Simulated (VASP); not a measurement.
Input of a VASP 6.6.1 run:

File INCAR:

```
SYSTEM = Si3Ru
  ALGO = Normal
  EDIFF = 1E-6
  ENCUT = 520
  GGA = PE
  ISIF = 2
  ISMEAR = 0
  LASPH = .True.
  LCHARG = .False.
  LREAL = .False.
  LWAVE = .False.
  NBANDS = 21
  NELM = 80
  PREC = Accurate
  SIGMA = 0.1
```

The input KPOINTS:

```
k-points
0
Gamma
  6 6 6
  0 0 0
```

The input POSCAR:

```
Si3Ru
1.0
    0.0000000000      2.9677669900      2.9677669900
    2.9677669900      0.0000000000      2.9677669900
    2.9677669900      2.9677669900      0.0000000000
Si Ru
3 1
Direct
    0.2500000000      0.2500000000      0.2500000000
    0.7500000000      0.7500000000      0.7500000000
    0.5000000000      0.5000000000      0.5000000000
    0.0000000000      0.0000000000      0.0000000000
```

Potentials or basis: VASP PAW PBE potentials, release 64 (Si, Ru_pv).

Command:

```console
$ cat potpaw_PBE.64/Si/POTCAR potpaw_PBE.64/Ru_pv/POTCAR > POTCAR
$ mpirun -np 1 vasp_std > vasp.out
```

Q: What does it give for the pressure?

A: 6.4 GPa.

Q: Predict the band gap on the k mesh.

A: Zero (bands 13 and 14 overlap by 0.58 eV).

Caveat: the cell stands under pressure.
